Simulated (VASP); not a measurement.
A run of VASP 6.6.1:

Contents of INCAR:

```
PREC = Accurate
ENCUT = 520
EDIFF = 1E-6
ISMEAR = -1
SIGMA = 0.1
LREAL = F
LASPH = T
NELM = 80
ALGO = Normal
ISIF = 2
LWAVE = F
LCHARG = T
GGA = PE
LELF = T
LVHAR = T
NBANDS = 17
```

KPOINTS

```
regular mesh
0
Gamma
  12 12 12
```

File POSCAR:

```
TePb
1.0
    0.0000000000      3.1218802739      3.1218802739
    3.1218802739      0.0000000000      3.1218802739
    3.1218802739      3.1218802739      0.0000000000
Pb Te
1 1
Direct
    0.0000000000      0.0000000000      0.0000000000
    0.2500000000      0.2500000000      0.2500000000
```

Potentials or basis: VASP PAW PBE potentials, release 64 (Pb_d, Te).

The run is started by

```console
$ cat potpaw_PBE.64/Pb_d/POTCAR potpaw_PBE.64/Te/POTCAR > POTCAR
$ mpirun -np 1 vasp_std > vasp.out
```

Hardware: 1 thread of Intel Xeon 8259CL, with other jobs on the host.

Q: How long does it take, and how much memory?

A: Run time: 110 s on 1 thread of Intel Xeon 8259CL, with other jobs on the host, peak memory 0.25 GiB. Counts: scf iterations 12, k points 72.
